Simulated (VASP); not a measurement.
Input of a VASP 6.6.1 run:

File INCAR:

```
PREC = Accurate
ENCUT = 520
EDIFF = 1E-7
ISMEAR = 0
SIGMA = 0.05
LREAL = False
LASPH = True
NELM = 80
ALGO = Normal
ISIF = 2
LWAVE = False
LCHARG = False
GGA = PS
NBANDS = 50
```

Contents of KPOINTS:

```
regular mesh
0
Gamma
  1 1 5
```

The input POSCAR:

```
GaSbH
1.0
   18.3000000000      0.0000000000      0.0000000000
    0.0000000000     10.0000000000      0.0000000000
    0.0000000000      0.0000000000      7.4659244539
Ga Sb H
4 4 4
Direct
    0.6766579301      0.4661350181      0.3333333333
    0.4411140233      0.4661350181      0.3333333333
    0.5588859767      0.4661350181      0.8333333333
    0.3233420699      0.4661350181      0.8333333333
    0.5588859767      0.5338649819      0.1666666667
    0.6766579301      0.5338649819      0.6666666667
    0.3233420699      0.5338649819      0.1666666667
    0.4411140233      0.5338649819      0.6666666667
    0.7483486736      0.5073639468      0.2318791507
    0.2516513264      0.5073639468      0.7318791507
    0.7547414788      0.4889595882      0.7771677191
    0.2452585212      0.4889595882      0.2771677191
```

Potentials or basis: VASP PAW PBE potentials, release 64 (Ga_d, Sb, H).

The run is started by

```console
$ cat potpaw_PBE.64/Ga_d/POTCAR potpaw_PBE.64/Sb/POTCAR potpaw_PBE.64/H/POTCAR > POTCAR
$ mpirun -np 1 vasp_std > vasp.out
```

**Question.** What does it give for the band gap on the k mesh?

**Answer.** 1.52 eV.

**Question.** What does it give for the largest force?

**Answer.** 0.572 eV/Å.

Forces in eV/Å, atoms in the order of the input:
```
Ga   0.044  0.392  0.159
Ga  -0.097 -0.061  0.008
Ga   0.097 -0.061  0.008
Ga  -0.044  0.392  0.159
Sb  -0.059 -0.048  0.185
Sb  -0.342  0.328 -0.321
Sb   0.342  0.328 -0.321
Sb   0.059 -0.048  0.185
H    0.031 -0.299 -0.054
H   -0.031 -0.299 -0.054
H    0.021 -0.313  0.024
H   -0.021 -0.313  0.024
```

Caveat: the PAW data sets were made with another functional, which shifts forces and pressure a little; spin-orbit coupling is left out, which moves the levels of the heavy elements.
